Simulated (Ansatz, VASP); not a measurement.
**Al: VASP beside Ansatz**

```
Al
1.0
    -1.61751    1.61751    1.61751
     1.61751   -1.61751    1.61751
     3.23502    3.23502    0.00000
Al
2
Direct
  0.09770 0.90230 0.00000
  0.40230 0.59770 0.50000
```

Change from the starting cell: mode 1 frozen in at -0.447 Å and mode 5 at +0.000 Å (largest displacements).

Alike in both runs: task single point; functional PBE; k mesh 20 × 20 × 12; occupations gaussian, width 0.15 eV; no spin polarisation.

```csv
,VASP,Ansatz
version,VASP 6.6.1,Ansatz 0.2.0
potentials or method,"VASP PAW PBE potentials, release 64 (Al), cutoff 520 eV","scalar-relativistic, plane waves, PAW"
valence electrons in the cell,6,6
```

Ansatz gave:

| Item | Value |
| --- | --- |
| gap on the k mesh at the Fermi level (eV) | none |
| pressure (GPa) | 1.5 |
| traceless stress, the component that is largest in VASP (GPa) | -4.33 |
| rms of the force components (eV/Å) | 0.205 |

Question: Which values does VASP return?

Answer: gap on the k mesh at the Fermi level (eV): none; pressure (GPa): 1.5; traceless stress, the component that is largest in VASP (GPa): -4.31; rms of the force components (eV/Å): 0.205.

Atom by atom the forces differ by 0.001 eV/Å (rms over components). A gap of «none» marks a metal or a gap that the smearing closes.
